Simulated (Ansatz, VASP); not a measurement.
**BN in VASP and in Ansatz**

The input INCAR:

```
PREC = Accurate
ENCUT = 600
EDIFF = 1E-6
ISMEAR = 0
SIGMA = 0.01
LREAL = False
LASPH = True
NELM = 120
ALGO = Normal
ISIF = 2
LWAVE = False
LCHARG = False
GGA = CA
NBANDS = 11
GGA_COMPAT = False
```

The input KPOINTS:

```
Automatic mesh
0
Gamma
  8 8 8
```

File POSCAR:

```
BN
1.0
    0.0000000000      3.4953160000      2.1660910000
    1.2516320000      0.0000000000      2.1660910000
    1.2516320000      3.4953160000      0.0000000000
B N
1 1
Direct
    0.0000490000      0.0000490000      0.9999510000
    0.6666666667      0.6666666667      0.3333333333
```

Input for Ansatz:

```yaml
crystal:
  lattice:
    - [0.0, 3.495316, 2.166091]
    - [1.251632, 0.0, 2.166091]
    - [1.251632, 3.495316, 0.0]
  atoms:
    - { symbol: B, position: [4.9e-05, 4.9e-05, 0.999951] }
    - { symbol: "N", position: [0.6666666666666666, 0.6666666666666666, 0.3333333333333333] }
basis:
  ecutwfc: 420.0
kpoints:
  mp_grid:
    grid: [8, 8, 8]
  band_path:
    path:
      - [-0.49999999999999994, 0.37499999999999994, -0.12500000000000003]
      - [-0.49999999999999994, 0.373406372642144, -0.126593627357856]
      - [-0.49999999999999994, 0.3765936273578559, -0.12340637264214407]
      - [-0.5044503745525454, 0.37499999999999994, -0.12945037455254557]
      - [-0.49554962544745434, 0.37499999999999994, -0.12054962544745451]
      - [-0.5027579527186948, 0.372242047281305, -0.12500000000000003]
      - [-0.49724204728130494, 0.3777579527186949, -0.12500000000000003]
      - [-0.49554962544745434, 0.3765936273578559, -0.11895599808959854]
      - [-0.5044503745525454, 0.3765936273578559, -0.12785674719468962]
      - [-0.49554962544745434, 0.373406372642144, -0.12214325280531046]
      - [-0.5044503745525454, 0.373406372642144, -0.13104400191040153]
      - [-0.49724204728130494, 0.3793515800765509, -0.12340637264214407]
      - [-0.5027579527186948, 0.373835674639161, -0.12340637264214407]
      - [-0.49724204728130494, 0.37616432536083894, -0.126593627357856]
      - [-0.5027579527186948, 0.37064841992344905, -0.126593627357856]
      - [-0.49279167272875946, 0.3777579527186949, -0.12054962544745451]
      - [-0.4983075781661493, 0.372242047281305, -0.12054962544745451]
      - [-0.5016924218338505, 0.3777579527186949, -0.12945037455254557]
      - [-0.5072083272712404, 0.372242047281305, -0.12945037455254557]
    npoints: 1
hamiltonian:
  xc: lda
scf:
  convergence:
    dr2_threshold: 1.0e-09
  occupations:
    method: fixed
```

Alike in both runs: task single point; functional LDA; k mesh 8 × 8 × 8; no spin polarisation.

```csv
,VASP,Ansatz
version,VASP 6.6.1,Ansatz 0.2.0
potentials or method,"VASP PAW LDA potentials, release 64 (B, N), cutoff 600 eV","plane waves, PAW"
occupations,"gaussian, width 0.01 eV",fixed
valence electrons in the cell,8,8
```

```csv
,VASP,Ansatz,Ansatz less VASP
gap on the k mesh at the Fermi level (eV),3.61,3.63,+0.016
```

LDA's correlation is that of Perdew and Zunger in VASP and of Perdew and Wang (1992) in Ansatz.
